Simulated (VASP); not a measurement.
Runs of VASP 6.6.1 on Ta2N. The structure is trigonal, space group P-3m1 (No. 164). Conventional cell: a = 3.113 Å, b = 3.113 Å, c = 4.870 Å, α = 90.00°, β = 90.00°, γ = 120.00°. Within 2.9 Å of Ta (site symmetry 3m) lie 3 N at 2.18 Å. Within 2.9 Å of N (site symmetry -3m) lie 6 Ta at 2.18 Å. 

```csv
k mesh,gap on the mesh (eV),pressure (GPa),largest force (eV/Å)
3 × 3 × 2,none,-5.2,1.16
5 × 5 × 3,none,-8.3,(a)
4 × 4 × 2,none,(b),(c)
7 × 7 × 4,none,-8.6,0.26
6 × 6 × 3,none,-8.6,0.25
```

Alike in all rows: task single point; level PBEsol; potentials or basis VASP PAW PBE potentials, release 64 (Ta_pv, N); no spin polarisation; cell as given; cutoff (eV) 520; smearing fermi-dirac 0.1 eV.

**Question.** Estimate the missing entries.

**Answer.** (a) 0.75; (b) -7.7; (c) 0.50.

Caveats: some runs use coarse meshes; the PAW data sets were made with another functional, which shifts forces and pressure a little; spin-orbit coupling is left out, which moves the levels of the heavy elements.

A k mesh can miss the band edges, and the runs leave out spin-orbit coupling on Ta.

A gap of «none» marks levels without a gap at the run's occupations.
